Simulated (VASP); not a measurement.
# Al (P6_3/mmc) in VASP: a series of runs

Al is run at these levels: r2SCAN; tasks: single point.

All numbers are computed with VASP 6.6.1; they aren't measurements. Logs are shortened: lines on timing, memory, paths and dates and some standing lists are left out, and cuts for length are marked.

## Step 1: The cell of the first run

The structure is hexagonal, space group P6_3/mmc (No. 194). The conventional cell has a = 2.755 Å, b = 2.755 Å, c = 4.767 Å, α = 90.00°, β = 90.00°, γ = 120.00°. Al (site symmetry -6m2) has 12 Al at 2.76 to 2.87 Å within 3.6 Å.

This isn't the form of Al at room conditions, which is fcc.

## Step 2: Single point, r2SCAN

The input, POSCAR:

```
Al
1.0
    2.7550421922      0.0000000000      0.0000000000
   -1.3775211010      2.3859365269      0.0000000000
    0.0000000000      0.0000000000      4.7674986532
Al
2
Direct
    0.6666666667      0.3333333333      0.7500000000
    0.3333333333      0.6666666667      0.2500000000
```

The input, INCAR.step1:

```
SYSTEM = Al
ALGO = Normal ; EDIFF = 1E-4
ENCUT = 520 ; GGA = PE
ISMEAR = 1 ; LASPH = .True.
LCHARG = .False. ; LREAL = .False.
LWAVE = .True. ; NBANDS = 10
NELM = 100 ; PREC = Accurate
SIGMA = 0.1
```

The input, INCAR.step2:

```
SYSTEM = Al
ALGO = Normal ; EDIFF = 1E-6
ENCUT = 520 ; ISIF = 2
ISMEAR = 1 ; ISTART = 1
LASPH = .True. ; LCHARG = .True.
LELF = .True. ; LMIXTAU = .True.
LREAL = .False. ; LVHAR = .True.
LWAVE = .False. ; METAGGA = R2SCAN
NBANDS = 10 ; NELM = 100
PREC = Accurate ; SIGMA = 0.1
```

The input, KPOINTS:

```
k-points
0
Gamma
  12 12 6
  0 0 0
```

Potentials or basis: VASP PAW PBE potentials, release 64 (Al).

Started as:

```bash
$ cat potpaw_PBE.64/Al/POTCAR > POTCAR
$ cp INCAR.step1 INCAR
$ mpirun -np 1 vasp_std > vasp.out
$ cp INCAR.step2 INCAR
$ mpirun -np 1 vasp_std > vasp.out
```

OUTCAR:

```text
SYSTEM = Al
   EDIFF = 1E-6
   ENCUT = 520
   ISIF = 2
   ISMEAR = 1
   ISTART = 1
   LASPH = .True.
   LREAL = .False.
   METAGGA = R2SCAN
   NELM = 100
   PREC = Accurate

 ion  position               nearest neighbor table
   1  0.667  0.333  0.750-   2 2.87   2 2.87   2 2.87   2 2.87   2 2.87   2 2.87
   2  0.333  0.667  0.250-   1 2.87   1 2.87   1 2.87   1 2.87   1 2.87   1 2.87

  LATTYP: Found a hexagonal cell.
 ALAT       =     2.7550421922
 C/A-ratio  =     1.7304630276

  Lattice vectors:

 A1 = (   2.7550421922,   0.0000000000,   0.0000000000)
 A2 = (  -1.3775211010,   2.3859365269,   0.0000000000)
 A3 = (   0.0000000000,   0.0000000000,   4.7674986532)

Analysis of symmetry for initial positions (statically):
=====================================================================
 Subroutine PRICEL returns:
 Original cell was already a primitive cell.

 Routine SETGRP: Setting up the symmetry group for a
 hexagonal supercell.

 Subroutine GETGRP returns: Found 24 space group operations
 (whereof 12 operations were pure point group operations)
 out of a pool of 24 trial point group operations.

The static configuration has the point symmetry D_3d.
 The point group associated with its full space group is D_6h.

Analysis of symmetry for dynamics (positions and initial velocities):
=====================================================================
 Subroutine PRICEL returns:
 Original cell was already a primitive cell.

 Routine SETGRP: Setting up the symmetry group for a
 hexagonal supercell.

 Subroutine GETGRP returns: Found 24 space group operations
 (whereof 12 operations were pure point group operations)
 out of a pool of 24 trial point group operations.

The dynamic configuration has the point symmetry D_3d.
 The point group associated with its full space group is D_6h.

 Subroutine INISYM returns: Found 24 space group operations
 (whereof 12 operations are pure point group operations),
 and found     1 'primitive' translations

----------------------------------------------------------------------------------------

                                     Primitive cell

  volume of cell :      31.3385

  direct lattice vectors                    reciprocal lattice vectors
     2.755042192  0.000000000  0.000000000     0.362970848  0.209561317  0.000000000
    -1.377521101  2.385936527  0.000000000     0.000000000  0.419122633  0.000000000
     0.000000000  0.000000000  4.767498653     0.000000000  0.000000000  0.209753599

  length of vectors
     2.755042192  2.755042195  4.767498653     0.419122634  0.419122633  0.209753599

  position of ions in fractional coordinates (direct lattice)
     0.666666667  0.333333333  0.750000000
     0.333333333  0.666666667  0.250000000

  ion indices of the primitive-cell ions
   primitive index   ion index
                 1           1
                 2           2

----------------------------------------------------------------------------------------

 KPOINTS: k-points

Automatic generation of k-mesh.
 Grid dimensions read from file:
 generate k-points for:   12   12    6

 Generating k-lattice:

  Cartesian coordinates                     Fractional coordinates (reciprocal lattice)
     0.030247571  0.017463443  0.000000000     0.083333333  0.000000000  0.000000000
     0.000000000  0.034926886  0.000000000     0.000000000  0.083333333  0.000000000
     0.000000000  0.000000000  0.034958933     0.000000000  0.000000000  0.166666667

  Length of vectors
     0.034926886  0.034926886  0.034958933

  Shift w.r.t. Gamma in fractional coordinates (k-lattice)
     0.000000000  0.000000000  0.000000000

 Subroutine IBZKPT returns following result:
 ===========================================

 Found     76 irreducible k-points:

 Following reciprocal coordinates:
            Coordinates               Weight
  0.000000  0.000000  0.000000      1.000000
  0.083333  0.000000  0.000000      6.000000
  0.166667 -0.000000  0.000000      6.000000
  0.250000  0.000000  0.000000      6.000000
  0.333333  0.000000  0.000000      6.000000
  0.416667 -0.000000  0.000000      6.000000
[... 16 lines left out ...]
  0.250000  0.000000  0.166667     12.000000
  0.333333  0.000000  0.166667     12.000000
 [... further k-points ...]
   k-points           NKPTS =     76   k-points in BZ     NKDIM =     76   number of bands    NBANDS=     10
   number of dos      NEDOS =    301   number of ions     NIONS =      2
   total plane-waves  NPLWV =  14400
   dimension x,y,z NGX =    20 NGY =   20 NGZ =   36
   dimension x,y,z NGXF=    40 NGYF=   40 NGZF=   72
   ions per type =               2
   NGX,Y,Z   is equivalent  to a cutoff of  12.07, 12.07, 12.55 a.u.
   NGXF,Y,Z  is equivalent  to a cutoff of  24.14, 24.14, 25.11 a.u.
 SYSTEM =  Al
   PREC   = accura    normal or accurate (medium, high low for compatibility)
   ISTART =      1    job   : 0-new  1-cont  2-samecut
   ICHARG =      0    charge: 1-file 2-atom 10-const
   ISPIN  =      1    spin polarized calculation?
   LNONCOLLINEAR =      F non collinear calculations
   LSORBIT =      F    spin-orbit coupling
   LASPH  =      T    aspherical Exc in radial PAW
   ENCUT  =  520.0 eV  38.22 Ry    6.18 a.u.   5.12  5.12  8.86*2*pi/ulx,y,z
   NELM   =    100;   NELMIN=  2; NELMDL=  0     # of ELM steps
   EDIFF  = 0.1E-05   stopping-criterion for ELM
   LREAL  =      F    real-space projection
   EDIFFG = 0.1E-04   stopping-criterion for IOM
   NSW    =      0    number of steps for IOM
   IBRION =     -1    ionic relax: 0-MD 1-quasi-New 2-CG
   NFREE  =      0    steps in history (QN), initial steepest desc. (CG)
   ISIF   =      2    stress and relaxation
   ISYM   =      2    0-nonsym 1-usesym 2-fastsym
   POTIM  = 0.5000    time-step for ionic-motion
   TEBEG  =    0.0;   TEEND  =   0.0 temperature during run
   PSTRESS=    0.0 pullay stress
   NELECT =       6.0000    total number of electrons
   NUPDOWN=      -1.0000    fix difference up-down
   EMIN   =  10.00;   EMAX   =-10.00  energy-range for DOS
   EFERMI =   0.00;   METHOD = LEGACY
   ISMEAR =     1;   SIGMA  =   0.10  broadening in eV -4-tet -1-fermi 0-gaus
   EFERMI_NEDOS =   21; number of points for ismear=-14 and -15
   IALGO  =     38    algorithm
   IMIX   =      4    mixing-type and parameters
     AMIX     =   0.40;   BMIX     =  1.00
     AMIX_MAG =   1.60;   BMIX_MAG =  1.00
  volume/ion in A,a.u.               =      15.67       105.74
  Fermi-wavevector in a.u.,A,eV,Ry     =   0.943552  1.783055 12.113145  0.890291
  Thomas-Fermi vector in A             =   2.071271
   LORBIT       =      0    0 simple, 1 ext, 2 COOP (PROOUT), +10 PAW based schemes
   METAGGA = R2SCAN    functional components
   LHFCALC =     F    Hartree Fock is set to
   AEXX    =    0.0000 exact exchange contribution
   IVDW    =     0    specifies the selected vdW correction
   LEPSILON=     F    determine dielectric tensor
   LRPA    =     F    only Hartree local field effects (RPA)
 non-spin polarized calculation
 Methfessel and Paxton  Order N= 1 SIGMA  =   0.10
  energy-cutoff  :      520.00
  volume of cell :       31.34
 maximum number of plane-waves:       864
   NGX = 11   NGY = 11   NGZ = 17

 number of electron       6.0000000 magnetization

 Free energy of the ion-electron system (eV)
  ---------------------------------------------------
  ext. energy  EPLUGINS =         0.00000000
  ---------------------------------------------------
  free energy    TOTEN  =       -13.37919576 eV

  energy without entropy =      -13.37833930  energy(sigma->0) =      -13.37891028

 E-fermi :   8.5422     XC(G=0): -11.1048

 val. band max:        8.5021540765   @ k =   0.2500   0.2500   0.3333
 cond. band min:       8.5444039692   @ k =   0.3333   0.0000   0.0000
 fundamental gap:      0.0422498927
 Fermi energy:         8.5422347424

 k-point     1 :       0.0000    0.0000    0.0000
  band No.  band energies     occupation
      1      -3.6540      2.00000
      2       3.0163      2.00000
      3       3.2086      2.00000
      4      20.6344      0.00000
      5      21.2988      0.00000
      6      21.2988      0.00000
      7      21.3756      0.00000
      8      21.3756      0.00000
      9      22.6206      0.00000
     10      24.9739      0.00000

 k-point     2 :       0.0833    0.0000    0.0000
  band No.  band energies     occupation
      1      -3.4624      2.00000
      2       3.1958      2.00000
      3       3.3930      2.00000
      4      18.1180      0.00000
      5      19.5959      0.00000
      6      20.4166      0.00000
      7      21.7457      0.00000
      8      22.7468      0.00000
      9      23.2598      0.00000
     10      24.4613      0.00000

 k-point     3 :       0.1667   -0.0000    0.0000
  band No.  band energies     occupation
      1      -2.8892      2.00000
      2       3.7344      2.00000
      3       3.9402      2.00000
      4      14.6475      0.00000
      5      18.1610      0.00000
      6      18.9653      0.00000
      7      20.7337      0.00000
      8      20.8976      0.00000
      9      23.1323      0.00000
     10      23.2491      0.00000

 k-point     4 :       0.2500    0.0000    0.0000
  band No.  band energies     occupation
      1      -1.9396      2.00000
      2       4.6324      2.00000
      3       4.8251      2.00000
      4      11.3835      0.00000
      5      16.7785      0.00000
      6      17.0445      0.00000
      7      17.5922      0.00000
      8      19.3279      0.00000
      9      22.6927      0.00000
     10      22.9942      0.00000

 k-point     5 :       0.3333    0.0000    0.0000
  band No.  band energies     occupation
      1      -0.6218      2.00000
      2       5.8893      2.00000
      3       5.9109      2.00000
      4       8.5444      0.96329
      5      14.3501      0.00000
      6      14.5662      0.00000
      7      16.2479      0.00000
      8      18.2904      0.00000
      9      22.0351      0.00000
     10      22.1698      0.00000

 k-point     6 :       0.4167   -0.0000    0.0000
  band No.  band energies     occupation
      1       1.0507      2.00000
      2       5.2717      2.00000
      3       7.4990      2.00000
      4       8.0539      2.00000
      5      11.8833      0.00000
      6      12.0192      0.00000
      7      15.7705      0.00000
      8      17.6765      0.00000
      9      21.6201      0.00000
     10      21.6358      0.00000
[... 183 lines left out ...]
 k-point    21 :       0.0833    0.0000    0.1667
  band No.  band energies     occupation
      1      -3.2706      2.00000
      2       1.2586      2.00000
      3       5.6680      2.00000
      4      17.7565      0.00000
      5      18.7239      0.00000
      6      19.7519      0.00000
      7      21.0216      0.00000
      8      22.9131      0.00000
      9      23.0165      0.00000
     10      24.3030      0.00000

 k-point    22 :       0.1667   -0.0000    0.1667
  band No.  band energies     occupation
      1      -2.6982      2.00000
      2       1.8114      2.00000
      3       6.1969      2.00000
      4      14.7935      0.00000
      5      18.3211      0.00000
      6      18.4531      0.00000
      7      18.4699      0.00000
      8      20.8750      0.00000
      9      22.1435      0.00000
     10      22.9489      0.00000

 k-point    23 :       0.2500    0.0000    0.1667
  band No.  band energies     occupation
      1      -1.7499      2.00000
      2       2.7247      2.00000
      3       7.0507      2.00000
      4      11.5636      0.00000
      5      15.4962      0.00000
      6      17.2058      0.00000
      7      18.1814      0.00000
      8      19.5048      0.00000
      9      21.0583      0.00000
     10      21.0893      0.00000

 k-point    24 :       0.3333    0.0000    0.1667
  band No.  band energies     occupation
      1      -0.4341      2.00000
      2       3.9752      2.00000
      3       7.8159      2.00000
      4       9.0426     -0.00000
      5      12.6583      0.00000
      6      16.3706      0.00000
      7      16.4094      0.00000
      8      18.4475      0.00000
      9      20.3075      0.00000
     10      21.0332      0.00000

 [... further k-points ...]

------------------------ aborting loop because EDIFF is reached ----------------------------------------

  FORCE on cell =-STRESS in cart. coord.  units (eV):
  Direction    XX          YY          ZZ          XY          YZ          ZX
  --------------------------------------------------------------------------------------
  -------------------------------------------------------------------------------------
  Total        0.7185308      0.7185308     -0.3600868     -0.0000000      0.0000000     -0.0000000
  in kB       36.7348469     36.7348469    -18.4094207     -0.0000001      0.0000000     -0.0000000
  external PRESSURE =      18.3534244 kB  Pullay stress =       0.0000000 kB

 VOLUME and BASIS-vectors are now :
 -----------------------------------------------------------------------------
  energy-cutoff  :      520.00
  volume of cell :       31.34
      direct lattice vectors                 reciprocal lattice vectors
     2.755042192  0.000000000  0.000000000     0.362970848  0.209561317  0.000000000
    -1.377521101  2.385936527  0.000000000     0.000000000  0.419122633  0.000000000
     0.000000000  0.000000000  4.767498653     0.000000000  0.000000000  0.209753599

 POSITION                                       TOTAL-FORCE (eV/Angst)
 -----------------------------------------------------------------------------------
      1.37752      0.79531      3.57562        -0.000000      0.000000      0.000000
     -0.00000      1.59062      1.19187         0.000000      0.000000      0.000000
 -----------------------------------------------------------------------------------
    total drift:                                0.000000     -0.000000     -0.000000

  FREE ENERGIE OF THE ION-ELECTRON SYSTEM (eV)
  ---------------------------------------------------
  free  energy   TOTEN  =       -13.3791957637 eV

  energy  without entropy=      -13.3783393035  energy(sigma->0) =      -13.37891028
```

Run time: 78 s. Hardware: 1 thread of Intel Xeon 8259CL, shared host; peak memory 0.15 GiB.

Results:

```
Free energy            : -13.3792 eV
Pressure               : 1.8 GPa
Band gap on the k mesh : zero (bands 3 and 4 overlap by 7.27 eV)
```

Levels at points of the mesh, in eV from the Fermi level:
| k point | band 1 | band 2 | band 3 | band 4 | band 5 | band 6 | band 7 |
| --- | --- | --- | --- | --- | --- | --- | --- |
| (0.00, 0.00, 0.00) | -12.20 | -5.53 | -5.33 | 12.09 | 12.76 | 12.76 | 12.83 |
| (0.50, 0.00, 0.00) | -5.54 | -5.43 | 0.62 | 0.86 | 1.32 | 1.74 | 7.07 |
| (0.00, 0.00, 0.50) | -10.48 | -10.48 | 2.65 | 2.65 | 13.61 | 13.61 | 13.61 |
| (0.50, 0.00, 0.50) | -4.31 | -4.31 | -3.24 | -3.24 | 7.92 | 7.92 | 8.53 |

Caveat: the PAW data sets were made with another functional, which shifts forces and pressure a little.

## Step 3: Single point, r2SCAN

This run uses another cell than the first one, of 16.00 Å³/atom.

The input, POSCAR:

```
Al
1.0
    2.7744445371      0.0000000000      0.0000000000
   -1.3872222735      2.4027394504      0.0000000000
    0.0000000000      0.0000000000      4.8010736936
Al
2
Direct
    0.6666666667      0.3333333333      0.7500000000
    0.3333333333      0.6666666667      0.2500000000
```

The input, INCAR.step1:

```
PREC = Accurate
ENCUT = 520
ISMEAR = 1
SIGMA = 0.1
LREAL = False
LASPH = True
NELM = 80
NBANDS = 10
GGA = PE
ALGO = Normal
EDIFF = 1E-4
LWAVE = True
LCHARG = False
```

The input, INCAR.step2:

```
PREC = Accurate
ENCUT = 520
EDIFF = 1E-7
ISMEAR = 1
SIGMA = 0.1
LREAL = False
LASPH = True
NELM = 80
ALGO = Normal
ISIF = 2
LWAVE = False
LCHARG = False
METAGGA = R2SCAN
LMIXTAU = True
NBANDS = 10
ISTART = 1
```

The input, KPOINTS:

```
Automatic mesh
0
Gamma
  12 12 6
```

Potentials or basis: VASP PAW PBE potentials, release 64 (Al).

Started as:

```bash
$ cat potpaw_PBE.64/Al/POTCAR > POTCAR
$ cp INCAR.step1 INCAR
$ mpirun -np 1 vasp_std > vasp.out
$ cp INCAR.step2 INCAR
$ mpirun -np 1 vasp_std > vasp.out
```

Wall time 1.8 min (1 thread of Intel Xeon 8259CL, shared host); peak memory 0.16 GiB.

It converged, with:

* Free energy: -13.3825 eV
* Pressure: -0.1 GPa
* Band gap on the k mesh: zero (bands 3 and 4 overlap by 7.21 eV)

Stress tensor (GPa, compression positive):
```
 1.56  0.00  0.00
 0.00  1.56  0.00
 0.00  0.00 -3.55
```

Levels at points of the mesh, in eV from the Fermi level:
| k point | band 1 | band 2 | band 3 | band 4 | band 5 | band 6 |
| --- | --- | --- | --- | --- | --- | --- |
| (0.00, 0.00, 0.00) | -12.05 | -5.44 | -5.31 | 11.99 | 12.62 | 12.62 |
| (0.50, 0.00, 0.00) | -5.47 | -5.38 | 0.62 | 0.81 | 1.34 | 1.68 |
| (0.00, 0.00, 0.50) | -10.36 | -10.36 | 2.62 | 2.62 | 13.47 | 13.47 |
| (0.50, 0.00, 0.50) | -4.25 | -4.25 | -3.23 | -3.23 | 7.88 | 7.88 |

Caveat: the PAW data sets were made with another functional, which shifts forces and pressure a little.
